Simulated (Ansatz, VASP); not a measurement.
## Ni in VASP and in Ansatz

```
Ni
1.0
     0.00000    1.71204    1.71204
     1.71204    0.00000    1.71204
     1.71204    1.71204    0.00000
Ni
1
Direct
  0.00000 0.00000 0.00000
```

Alike in both runs: functional LDA; k mesh 20 × 20 × 20; occupations gaussian, width 0.1 eV; collinear spin.

Ansatz relaxed the structure, and its values are those at the end. VASP's run is a single point on that final structure, the one shown.

|  | VASP | Ansatz |
| --- | --- | --- |
| version | VASP 6.6.1 | Ansatz 0.2.0 |
| potentials or method | VASP PAW LDA potentials, release 64 (Ni), cutoff 520 eV | scalar-relativistic, plane waves, PAW |
| valence electrons in the cell | 10 | 18 |

VASP gave:

| Quantity | Value |
| --- | --- |
| gap on the k mesh at the Fermi level (eV) | none |
| pressure (GPa) | -0.2 |
| net moment per atom (μB) | 0.60 |
| size of the moment on the site where the two differ most (μB) | 0.60 |

**Question.** Estimate Ansatz's values.

**Answer.** gap on the k mesh at the Fermi level (eV): none; pressure (GPa): 0.0; net moment per atom (μB): 0.61; size of the moment on the site where the two differ most (μB): 0.64.

LDA's correlation is that of Perdew and Zunger in VASP and of Perdew and Wang (1992) in Ansatz. Site moments also hang on the region over which each program counts them. A gap of «none» marks a metal or a gap that the smearing closes. VASP's potentials hold 10 valence electrons a cell and Ansatz's 18, so a difference there can come from the potentials and not from the codes.
